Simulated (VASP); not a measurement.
A run of VASP 6.6.1:

The input INCAR:

```
SYSTEM = Li
  PREC = Accurate
  ENCUT = 750
  EDIFF = 1E-6
  ISMEAR = 0
  SIGMA = 0.1
  LREAL = .FALSE.
  LASPH = .TRUE.
  NELM = 120
  ALGO = Normal
  ISIF = 2
  LWAVE = .FALSE.
  LCHARG = .FALSE.
  GGA = PS
  NBANDS = 10
  GGA_COMPAT = .FALSE.
```

Contents of KPOINTS:

```
Automatic mesh
0
G
  16 16 16
  0 0 0
```

Contents of POSCAR:

```
Li
1.0
    3.3628185973      0.0000000000      0.0000000000
    0.0000000000      3.3628185973      0.0000000000
    0.0000000000      0.0000000000      3.4726249188
Li
2
Direct
    0.0000000000      0.0000000000      0.0000000000
    0.5000000000      0.5000000000      0.5000000000
```

Potentials or basis: VASP PAW PBE potentials, release 64 (Li_sv).

Launch:

```sh
$ cat potpaw_PBE.64/Li_sv/POTCAR > POTCAR
$ mpirun -np 1 vasp_std > vasp.out
```

Hardware: 1 thread of Intel(R) Xeon(R) Platinum 8259CL CPU @ 2.50GHz (Skylake/Cascade Lake) (shared host).

**Question.** How long does it take, and how much memory?

**Answer.** Wall time 2.4 min on 1 thread of Intel(R) Xeon(R) Platinum 8259CL CPU @ 2.50GHz (Skylake/Cascade Lake), with other jobs on the host, peak memory 0.32 GiB. Counts: scf iterations 9, k points 405.
